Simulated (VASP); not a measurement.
Input of a VASP 6.6.1 run:

The input INCAR:

```
SYSTEM = Si
PREC     = Accurate       ! precision mode
ENCUT    = 520            ! plane-wave cutoff, eV
EDIFF    = 1E-6           ! SCF threshold, eV
ISMEAR   = 0              ! smearing method
SIGMA    = 0.02           ! smearing width, eV
LREAL    = Auto         
LASPH    = .TRUE.         ! aspherical terms in the spheres
NELM     = 80             ! most SCF steps
ALGO     = Normal         ! electronic algorithm
ISIF     = 2              ! what is computed and relaxed
LWAVE    = .FALSE.        ! write WAVECAR
LCHARG   = .TRUE.         ! write CHGCAR
GGA      = PS             ! functional
LELF     = .TRUE.         ! ELF
LVHAR    = .TRUE.       
NBANDS   = 48             ! bands
```

The input KPOINTS:

```
regular mesh
0
G
  2 2 2
  0 0 0
```

File POSCAR:

```
Si
1.0
    0.0000000000      5.4300000000      5.4300000000
    5.4300000000      0.0000000000      5.4300000000
    5.4300000000      5.4300000000      0.0000000000
Si
17
Direct
   -0.0691696133      0.0229583794      0.0231255985
    0.1232845304      0.1062219153      0.1064222836
    0.0124737569     -0.0136264273      0.5005702578
    0.1231494475      0.1063746777      0.6640636280
    0.0125297422      0.5004098527     -0.0134846225
    0.1232192449      0.6639207182      0.1065115101
    0.0124197053      0.5004756906      0.5005988950
    0.1628894107      0.6122807551      0.6124140884
    0.4977574586     -0.0074491713     -0.0072815838
    0.5488842541      0.1502732044      0.1504126151
    0.4976271639     -0.0073406077      0.5169636280
    0.6398995396      0.1170833333      0.6214862799
    0.4976929098      0.5168183241     -0.0072170350
    0.6399562615      0.6213209024      0.1172387661
    0.5359066298      0.4879458564      0.4881014733
    0.6398388582      0.6214313076      0.6215499079
    1.1329862799      0.2888973297      0.2890279006
```

Potentials or basis: VASP PAW PBE potentials, release 64 (Si).

Run with:

```sh
$ cat potpaw_PBE.64/Si/POTCAR > POTCAR
$ mpirun -np 1 vasp_std > vasp.out
```

**Question.** What does it give for the largest force?

**Answer.** 0.058 eV/Å.

**Question.** What does it give for the pressure?

**Answer.** 2.4 GPa.

**Question.** What does it give for the band gap on the k mesh?

**Answer.** Zero (bands 34 and 35 overlap by 0.07 eV).

Stress tensor (GPa, compression positive):
```
 2.40  0.53  0.53
 0.53  2.41 -0.53
 0.53 -0.53  2.41
```

Caveat: the k points lie up to 0.50 Å⁻¹ apart; the PAW data sets were made with another functional, which shifts forces and pressure a little.
